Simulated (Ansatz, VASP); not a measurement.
# Two plane-wave programs on TaSi2

```xyz
3
Lattice="4.4075 0.0000 0.0000 -2.2038 3.8170 0.0000 0.0000 0.0000 2.6489" Properties=species:S:1:pos:R:3 pbc="T T T"
Ta    0.0000    0.0000    0.0000
Si    2.2038    1.2723    1.3245
Si    0.0000    2.5447    1.3245
```

Alike in both runs: functional PBE; k mesh 12 × 12 × 18; occupations gaussian, width 0.1 eV; no spin polarisation.

Ansatz relaxed the structure, and its values are those at the end. VASP's run is a single point on that final structure, the one shown.

```csv
,VASP,Ansatz
version,VASP 6.6.1,Ansatz 0.2.0
potentials or method,"VASP PAW PBE potentials, release 64 (Ta_pv, Si), cutoff 520 eV","scalar-relativistic, plane waves, PAW"
valence electrons in the cell,19,21
```

Ansatz gave:

```
gap on the k mesh at the Fermi level (eV) : none
pressure (GPa)                            : 0.0
```

Task: Which values does VASP return?

Result: gap on the k mesh at the Fermi level (eV): none; pressure (GPa): 0.1.

A gap of «none» marks a metal or a gap that the smearing closes. With one functional, cell and mesh, what is left measures potentials, basis and numerics. VASP's potentials hold 19 valence electrons a cell and Ansatz's 21, so a difference there can come from the potentials and not from the codes.

Neither program's run includes spin-orbit coupling.
